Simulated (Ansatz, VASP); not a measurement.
# Two plane-wave programs on SnTe

```xyz
2
Lattice="0.0000 3.2065 3.2065 3.2065 0.0000 3.2065 3.2065 3.2065 0.0000" Properties=species:S:1:pos:R:3 pbc="T T T"
Sn    0.0000    0.0000    0.0000
Te    3.2065    3.2065    3.2065
```

Alike in both runs: functional PBE; k mesh 10 × 10 × 10; occupations gaussian, width 0.01 eV; no spin polarisation.

Ansatz relaxed the structure, and its values are those at the end. VASP's run is a single point on that final structure, the one shown.

|  | VASP | Ansatz |
| --- | --- | --- |
| version | VASP 6.6.1 | Ansatz 0.2.0 |
| potentials or method | VASP PAW PBE potentials, release 64 (Sn_d, Te), cutoff 520 eV | scalar-relativistic, plane waves, PAW |
| valence electrons in the cell | 20 | 30 |

Ansatz gave:

| Item | Value |
| --- | --- |
| gap on the k mesh at the Fermi level (eV) | 0.06 |
| least direct gap on the mesh (eV) | 0.06 |
| pressure (GPa) | 0.0 |

Q: What did VASP give for the same quantities?

A: gap on the k mesh at the Fermi level (eV): 0.06; least direct gap on the mesh (eV): 0.06; pressure (GPa): -0.1.

With one functional, cell and mesh, what is left measures potentials, basis and numerics. VASP's potentials hold 20 valence electrons a cell and Ansatz's 30, so a difference there can come from the potentials and not from the codes.

Spin-orbit coupling is off throughout.
